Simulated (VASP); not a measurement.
Here is a VASP 6.6.1 calculation.

The input INCAR:

```
SYSTEM = Ga
PREC = Accurate ; ENCUT = 600
EDIFF = 1E-7 ; ISMEAR = -1
SIGMA = 0.05 ; LREAL = .FALSE.
LASPH = .TRUE. ; NELM = 100
ALGO = Normal ; ISIF = 3
LWAVE = .FALSE. ; LCHARG = .FALSE.
GGA = RE ; IVDW = 12
IBRION = 2 ; NSW = 60
EDIFFG = -0.01
```

KPOINTS

```
regular mesh
0
G
  10 10 10
  0 0 0
```

File POSCAR:

```
Ga
1.0
    2.7164800000      0.0000000000      0.0000000000
    0.0000000000      2.7164800000      0.0000000000
    0.0000000000      0.0000000000      2.7164800000
Ga
1
Direct
    0.0000000000      0.0000000000      0.0000000000
```

Potentials or basis: VASP PAW PBE potentials, release 64 (Ga_d).

Run with:

```console
$ cat potpaw_PBE.64/Ga_d/POTCAR > POTCAR
$ mpirun -np 1 vasp_std > vasp.out
```

**Question.** What does it give for the relaxed volume?

**Answer.** 18.82 Å³/atom.

**Question.** What does it give for the relaxed cell?

**Answer.** a = 2.660 Å, b = 2.660 Å, c = 2.660 Å, α = 90.00°, β = 90.00°, γ = 90.00°.

**Question.** What does it give for the dispersion energy per atom?

**Answer.** -0.574 eV.

**Question.** What does it give for the space group after relaxing (to 0.05 Å)?

**Answer.** Pm-3m (No. 221).

Step by step:
```csv
step,energy change (eV),largest force (eV/Å),pressure (GPa),volume (Å³)
1,0.0000,0.0000,-2.75,20.05
2,-0.0114,0.0000,-0.80,19.07
3,-0.0119,0.0000,0.15,18.77
4,-0.0119,0.0000,-0.02,18.82
```

Caveat: the PAW data sets were made with another functional, which shifts forces and pressure a little; pairwise dispersion overbinds metals, which lowers pressure and volume.
